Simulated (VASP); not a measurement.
# Ba3Sn (L12 type) (Pm-3m) in VASP: notebook

Ba3Sn (L12 type) is run at these levels: LDA; tasks: single point.

Everything below comes from runs of VASP 6.6.1. Logs are shortened: lines on timing, memory, paths and dates and some standing lists are left out, and cuts for length are marked.

## Step 1: The cell of the first run

Symmetry: Pm-3m, No. 221, cubic system. Conventional cell: a = 5.153 Å, b = 5.153 Å, c = 5.153 Å, α = 90.00°, β = 90.00°, γ = 90.00°. Within 4.8 Å of Sn (site symmetry m-3m) lie 12 Ba at 3.64 Å. Ba (site symmetry 4/mmm) has 4 Sn at 3.64 Å and 8 Ba at 3.64 Å within 4.8 Å.

## Step 2: Single point, LDA (volume scaled by 0.9)

INCAR

```
PREC = Accurate
ENCUT = 520
EDIFF = 1E-6
ISMEAR = -1
SIGMA = 0.05
LREAL = F
LASPH = T
NELM = 80
ALGO = Normal
ISIF = 2
LWAVE = F
LCHARG = F
GGA = CA
NBANDS = 30
```

KPOINTS

```
regular mesh
0
Gamma
  6 6 6
```

POSCAR

```
Ba3Sn
1.0
    5.1529040515      0.0000000000      0.0000000000
    0.0000000000      5.1529040515      0.0000000000
    0.0000000000      0.0000000000      5.1529040515
Sn Ba
1 3
Direct
    0.0000000000      0.0000000000      0.0000000000
    0.0000000000      0.5000000000      0.5000000000
    0.5000000000      0.0000000000      0.5000000000
    0.5000000000      0.5000000000      0.0000000000
```

Potentials or basis: VASP PAW LDA potentials, release 64 (Sn_d, Ba_sv).

Command:

```bash
cat potpaw_LDA.64/Sn_d/POTCAR potpaw_LDA.64/Ba_sv/POTCAR > POTCAR
mpirun -np 1 vasp_std > vasp.out
```

OUTCAR:

```text
PREC = Accurate
   ENCUT = 520
   EDIFF = 1E-6
   ISMEAR = -1
   LREAL = F
   LASPH = T
   NELM = 80
   ISIF = 2
   GGA = CA

 ion  position               nearest neighbor table
   1  0.000  0.000  0.000-   2 3.64   3 3.64   4 3.64   2 3.64   3 3.64   2 3.64   4 3.64   2 3.64
                             3 3.64   4 3.64   3 3.64   4 3.64
   2  0.000  0.500  0.500-   1 3.64   3 3.64   4 3.64   1 3.64   4 3.64   1 3.64   3 3.64   1 3.64
                             3 3.64   4 3.64   4 3.64   3 3.64
   3  0.500  0.000  0.500-   1 3.64   2 3.64   4 3.64   1 3.64   4 3.64   2 3.64   4 3.64   4 3.64
                             1 3.64   2 3.64   1 3.64   2 3.64
   4  0.500  0.500  0.000-   1 3.64   2 3.64   3 3.64   2 3.64   3 3.64   1 3.64   3 3.64   3 3.64
                             1 3.64   2 3.64   2 3.64   1 3.64

  LATTYP: Found a simple cubic cell.
 ALAT       =     5.1529040515

  Lattice vectors:

 A1 = (   5.1529040515,   0.0000000000,   0.0000000000)
 A2 = (   0.0000000000,   5.1529040515,   0.0000000000)
 A3 = (   0.0000000000,   0.0000000000,   5.1529040515)

Analysis of symmetry for initial positions (statically):
=====================================================================
 Subroutine PRICEL returns:
 Original cell was already a primitive cell.

 Routine SETGRP: Setting up the symmetry group for a
 simple cubic supercell.

 Subroutine GETGRP returns: Found 48 space group operations
 (whereof 48 operations were pure point group operations)
 out of a pool of 48 trial point group operations.

The static configuration has the point symmetry O_h .

Analysis of symmetry for dynamics (positions and initial velocities):
=====================================================================
 Subroutine PRICEL returns:
 Original cell was already a primitive cell.

 Routine SETGRP: Setting up the symmetry group for a
 simple cubic supercell.

 Subroutine GETGRP returns: Found 48 space group operations
 (whereof 48 operations were pure point group operations)
 out of a pool of 48 trial point group operations.

The dynamic configuration has the point symmetry O_h .

 Subroutine INISYM returns: Found 48 space group operations
 (whereof 48 operations are pure point group operations),
 and found     1 'primitive' translations

----------------------------------------------------------------------------------------

                                     Primitive cell

  volume of cell :     136.8221

  direct lattice vectors                    reciprocal lattice vectors
     5.152904052  0.000000000  0.000000000     0.194065325  0.000000000  0.000000000
     0.000000000  5.152904052  0.000000000     0.000000000  0.194065325  0.000000000
     0.000000000  0.000000000  5.152904052     0.000000000  0.000000000  0.194065325

  length of vectors
     5.152904052  5.152904052  5.152904052     0.194065325  0.194065325  0.194065325

  position of ions in fractional coordinates (direct lattice)
     0.000000000  0.000000000  0.000000000
     0.000000000  0.500000000  0.500000000
     0.500000000  0.000000000  0.500000000
     0.500000000  0.500000000  0.000000000

  ion indices of the primitive-cell ions
   primitive index   ion index
                 1           1
                 2           2
                 3           3
                 4           4

----------------------------------------------------------------------------------------

 KPOINTS: regular mesh

Automatic generation of k-mesh.
 Grid dimensions read from file:
 generate k-points for:    6    6    6

 Generating k-lattice:

  Cartesian coordinates                     Fractional coordinates (reciprocal lattice)
     0.032344221  0.000000000  0.000000000     0.166666667  0.000000000  0.000000000
     0.000000000  0.032344221  0.000000000     0.000000000  0.166666667  0.000000000
     0.000000000  0.000000000  0.032344221     0.000000000  0.000000000  0.166666667

  Length of vectors
     0.032344221  0.032344221  0.032344221

  Shift w.r.t. Gamma in fractional coordinates (k-lattice)
     0.000000000  0.000000000  0.000000000

 Subroutine IBZKPT returns following result:
 ===========================================

 Found     20 irreducible k-points:

 Following reciprocal coordinates:
            Coordinates               Weight
  0.000000  0.000000  0.000000      1.000000
  0.166667  0.000000  0.000000      6.000000
  0.333333  0.000000  0.000000      6.000000
  0.500000  0.000000  0.000000      3.000000
  0.166667  0.166667  0.000000     12.000000
  0.333333  0.166667  0.000000     24.000000
[... 12 lines left out ...]
  0.500000  0.500000  0.333333      6.000000
  0.500000  0.500000  0.500000      1.000000
   k-points           NKPTS =     20   k-points in BZ     NKDIM =     20   number of bands    NBANDS=     30
   number of dos      NEDOS =    301   number of ions     NIONS =      4
   total plane-waves  NPLWV =  64000
   dimension x,y,z NGX =    40 NGY =   40 NGZ =   40
   dimension x,y,z NGXF=    80 NGYF=   80 NGZF=   80
   ions per type =               1   3
   NGX,Y,Z   is equivalent  to a cutoff of  12.91, 12.91, 12.91 a.u.
   NGXF,Y,Z  is equivalent  to a cutoff of  25.81, 25.81, 25.81 a.u.
 SYSTEM =  unknown system
   PREC   = accura    normal or accurate (medium, high low for compatibility)
   ISTART =      0    job   : 0-new  1-cont  2-samecut
   ICHARG =      2    charge: 1-file 2-atom 10-const
   ISPIN  =      1    spin polarized calculation?
   LNONCOLLINEAR =      F non collinear calculations
   LSORBIT =      F    spin-orbit coupling
   LASPH  =      T    aspherical Exc in radial PAW
   ENCUT  =  520.0 eV  38.22 Ry    6.18 a.u.   9.58  9.58  9.58*2*pi/ulx,y,z
   NELM   =     80;   NELMIN=  2; NELMDL= -5     # of ELM steps
   EDIFF  = 0.1E-05   stopping-criterion for ELM
   LREAL  =      F    real-space projection
   EDIFFG = 0.1E-04   stopping-criterion for IOM
   NSW    =      0    number of steps for IOM
   IBRION =     -1    ionic relax: 0-MD 1-quasi-New 2-CG
   NFREE  =      0    steps in history (QN), initial steepest desc. (CG)
   ISIF   =      2    stress and relaxation
   ISYM   =      2    0-nonsym 1-usesym 2-fastsym
   POTIM  = 0.5000    time-step for ionic-motion
   TEBEG  =    0.0;   TEEND  =   0.0 temperature during run
   PSTRESS=    0.0 pullay stress
   NELECT =      44.0000    total number of electrons
   NUPDOWN=      -1.0000    fix difference up-down
   EMIN   =  10.00;   EMAX   =-10.00  energy-range for DOS
   EFERMI =   0.00;   METHOD = LEGACY
   ISMEAR =    -1;   SIGMA  =   0.05  broadening in eV -4-tet -1-fermi 0-gaus
   EFERMI_NEDOS =   21; number of points for ismear=-14 and -15
   IALGO  =     38    algorithm
   IMIX   =      4    mixing-type and parameters
     AMIX     =   0.40;   BMIX     =  1.00
     AMIX_MAG =   1.60;   BMIX_MAG =  1.00
  volume/ion in A,a.u.               =      34.21       230.83
  Fermi-wavevector in a.u.,A,eV,Ry     =   1.121606  2.119528 17.116130  1.258000
  Thomas-Fermi vector in A             =   2.258261
   LORBIT       =      0    0 simple, 1 ext, 2 COOP (PROOUT), +10 PAW based schemes
   GGA     = CA    functional components
   LHFCALC =     F    Hartree Fock is set to
   AEXX    =    0.0000 exact exchange contribution
   IVDW    =     0    specifies the selected vdW correction
   LEPSILON=     F    determine dielectric tensor
   LRPA    =     F    only Hartree local field effects (RPA)
 non-spin polarized calculation
  energy-cutoff  :      520.00
  volume of cell :      136.82
 maximum number of plane-waves:      3743
 NGX is ok and might be reduce to    40
   NGX = 19   NGY = 19   NGZ = 19

 number of electron      43.9999996 magnetization

 Free energy of the ion-electron system (eV)
  ---------------------------------------------------
  ext. energy  EPLUGINS =         0.00000000
  ---------------------------------------------------
  free energy    TOTEN  =       -12.72073470 eV

  energy without entropy =      -12.69578769  energy(sigma->0) =      -12.70826119

 E-fermi :   4.4167     XC(G=0):  -9.7828

 val. band max:        4.4093458037   @ k =   0.5000   0.3333   0.3333
 cond. band min:       4.4291899399   @ k =   0.5000   0.5000   0.5000
 fundamental gap:      0.0198441361
 Fermi energy:         4.4166709465

 k-point     1 :       0.0000    0.0000    0.0000
  band No.  band energies     occupation
      1     -24.0315      2.00000
      2     -23.5799      2.00000
      3     -23.5799      2.00000
      4     -15.8969      2.00000
      5     -15.8969      2.00000
      6     -15.8969      2.00000
[... 22 lines left out ...]
     29       8.1505      0.00000
     30       8.1505      0.00000

 k-point     2 :       0.1667    0.0000    0.0000
  band No.  band energies     occupation
      1     -24.0058      2.00000
      2     -23.6075      2.00000
      3     -23.5792      2.00000
      4     -15.8975      2.00000
      5     -15.8975      2.00000
      6     -15.8968      2.00000
[... 22 lines left out ...]
     29       7.9493      0.00000
     30       8.6363      0.00000

 k-point     3 :       0.3333    0.0000    0.0000
  band No.  band energies     occupation
      1     -23.9388      2.00000
      2     -23.6783      2.00000
      3     -23.5779      2.00000
      4     -15.8989      2.00000
      5     -15.8989      2.00000
      6     -15.8968      2.00000
[... 22 lines left out ...]
     29       8.0230      0.00000
     30       8.5794      0.00000

 k-point     4 :       0.5000    0.0000    0.0000
  band No.  band energies     occupation
      1     -23.8845      2.00000
      2     -23.7344      2.00000
      3     -23.5772      2.00000
      4     -15.8995      2.00000
      5     -15.8995      2.00000
      6     -15.8968      2.00000
[... 22 lines left out ...]
     29       7.1366      0.00000
     30       7.7610      0.00000

 k-point     5 :       0.1667    0.1667    0.0000
  band No.  band energies     occupation
      1     -23.9812      2.00000
      2     -23.6184      2.00000
      3     -23.5936      2.00000
      4     -15.8978      2.00000
      5     -15.8975      2.00000
      6     -15.8975      2.00000
[... 22 lines left out ...]
     29       8.1971      0.00000
     30       8.3947      0.00000
[... 394 lines left out ...]
     29       7.6354      0.00000
     30       8.1063      0.00000

 k-point    18 :       0.5000    0.3333    0.3333
  band No.  band energies     occupation
      1     -23.7674      2.00000
      2     -23.7288      2.00000
      3     -23.6904      2.00000
      4     -15.8970      2.00000
      5     -15.8965      2.00000
      6     -15.8963      2.00000
[... 22 lines left out ...]
     29       7.4868      0.00000
     30       8.0624      0.00000

 k-point    19 :       0.5000    0.5000    0.3333
  band No.  band energies     occupation
      1     -23.7284      2.00000
      2     -23.7279      2.00000
      3     -23.7279      2.00000
      4     -15.8964      2.00000
      5     -15.8964      2.00000
      6     -15.8954      2.00000
[... 22 lines left out ...]
     29       7.9562      0.00000
     30       7.9592      0.00000

 k-point    20 :       0.5000    0.5000    0.5000
  band No.  band energies     occupation
      1     -23.7271      2.00000
      2     -23.7271      2.00000
      3     -23.7271      2.00000
      4     -15.8954      2.00000
      5     -15.8954      2.00000
      6     -15.8954      2.00000
[... 22 lines left out ...]
     29       7.6346      0.00000
     30       7.6346      0.00000

------------------------ aborting loop because EDIFF is reached ----------------------------------------

  FORCE on cell =-STRESS in cart. coord.  units (eV):
  Direction    XX          YY          ZZ          XY          YZ          ZX
  --------------------------------------------------------------------------------------
  -------------------------------------------------------------------------------------
  Total        3.2229634      3.2229634      3.2229634     -0.0000000     -0.0000000      0.0000000
  in kB       37.7406862     37.7406862     37.7406862     -0.0000000     -0.0000000      0.0000000
  external PRESSURE =      37.7406862 kB  Pullay stress =       0.0000000 kB

 VOLUME and BASIS-vectors are now :
 -----------------------------------------------------------------------------
  energy-cutoff  :      520.00
  volume of cell :      136.82
      direct lattice vectors                 reciprocal lattice vectors
     5.152904052  0.000000000  0.000000000     0.194065325  0.000000000  0.000000000
     0.000000000  5.152904052  0.000000000     0.000000000  0.194065325  0.000000000
     0.000000000  0.000000000  5.152904052     0.000000000  0.000000000  0.194065325

 POSITION                                       TOTAL-FORCE (eV/Angst)
 -----------------------------------------------------------------------------------
      0.00000      0.00000      0.00000         0.000000      0.000000      0.000000
      0.00000      2.57645      2.57645         0.000000      0.000000      0.000000
      2.57645      0.00000      2.57645         0.000000      0.000000      0.000000
      2.57645      2.57645      0.00000         0.000000      0.000000      0.000000
 -----------------------------------------------------------------------------------
    total drift:                                0.000000     -0.000000     -0.000000

  FREE ENERGIE OF THE ION-ELECTRON SYSTEM (eV)
  ---------------------------------------------------
  free  energy   TOTEN  =       -12.7207347000 eV

  energy  without entropy=      -12.6957876857  energy(sigma->0) =      -12.70826119
```

It took 1.8 min on 1 thread of Intel Xeon 8259CL, shared host; peak memory 0.25 GiB.

What came out:

```yaml
Free_energy: -12.7207 eV
Pressure: 3.8 GPa
Band_gap_on_the_k_mesh: zero (band 22 reaches 5.07 eV, above the bottom of band 23 at 4.03 eV)
```

Caveat: spin-orbit coupling is left out, which moves the levels of the heavy elements.

[end of part 1 of 2]
